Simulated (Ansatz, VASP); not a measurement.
# One calculation of Zr3SiO, two programs

File INCAR:

```
ALGO = Normal ; EDIFF = 1E-6
EDIFFG = -0.01 ; ENCUT = 600
GGA = PE ; IBRION = 2
ISIF = 3 ; ISMEAR = 0
LASPH = T ; LCHARG = F
LREAL = F ; LWAVE = F
NELM = 80 ; NSW = 100
PREC = Accurate ; SIGMA = 0.1
```

The input KPOINTS:

```
k-points
0
Gamma
  8 8 8
```

The input POSCAR:

```
Zr3SiO
1.0
    4.3940903108      0.0000000000      0.0000000000
    0.0000000000      4.3940903108      0.0000000000
    0.0000000000      0.0000000000      4.3940903108
Zr Si O
3 1 1
Direct
    0.5000000000      0.0000000000      0.5000000000
    0.0000000000      0.5000000000      0.5000000000
    0.5000000000      0.5000000000      0.0000000000
    0.0000000000      0.0000000000      0.0000000000
    0.5000000000      0.5000000000      0.5000000000
```

Input for Ansatz:

```yaml
crystal:
  lattice:
    - [4.3940903108, 0.0, 0.0]
    - [0.0, 4.3940903108, 0.0]
    - [0.0, 0.0, 4.3940903108]
  atoms:
    - { symbol: Zr, position: [0.5, 0.0, 0.5] }
    - { symbol: Zr, position: [0.0, 0.5, 0.5] }
    - { symbol: Zr, position: [0.5, 0.5, 0.0] }
    - { symbol: Si, position: [0.0, 0.0, 0.0] }
    - { symbol: O, position: [0.5, 0.5, 0.5] }
basis:
  ecutwfc: 420
kpoints:
  mp_grid: { grid: [8, 8, 8] }
hamiltonian:
  xc: pbe
scf:
  occupations: { method: gaussian, width: 0.1 }
output:
  forces: true
  stress: true
  eigenvalues: true
  write_density: true
  write_potential: true
  elf: true
  volumetric_format: npy
relax:
  adjacent_minimum: "off"
  f_tol: 0.01
  max_steps: 80
  cell: { stress_tol: 0.05 }
```

Change from the starting cell: species swapped into the La3TlC type (Pm-3m, No. 221).

Alike in both runs: task relaxation of cell and atoms; functional PBE; k mesh 8 × 8 × 8; occupations gaussian, width 0.1 eV; no spin polarisation.

|  | VASP | Ansatz |
| --- | --- | --- |
| version | VASP 6.6.1 | Ansatz 0.2.0 |
| potentials or method | VASP PAW PBE potentials, release 64 (Zr_sv, Si, O), cutoff 600 eV | scalar-relativistic, plane waves, PAW |
| valence electrons in the cell | 46 | 46 |

Ansatz gave:

* gap on the k mesh at the Fermi level, each at its own relaxed structure (eV): none
* relaxed volume (Å³/atom): 16.98
* relaxed cell length with the largest relative difference (Å): 4.395

Which values does VASP return?

gap on the k mesh at the Fermi level, each at its own relaxed structure (eV): none; relaxed volume (Å³/atom): 16.99; relaxed cell length with the largest relative difference (Å): 4.396.

A gap of «none» marks a metal or a gap that the smearing closes.
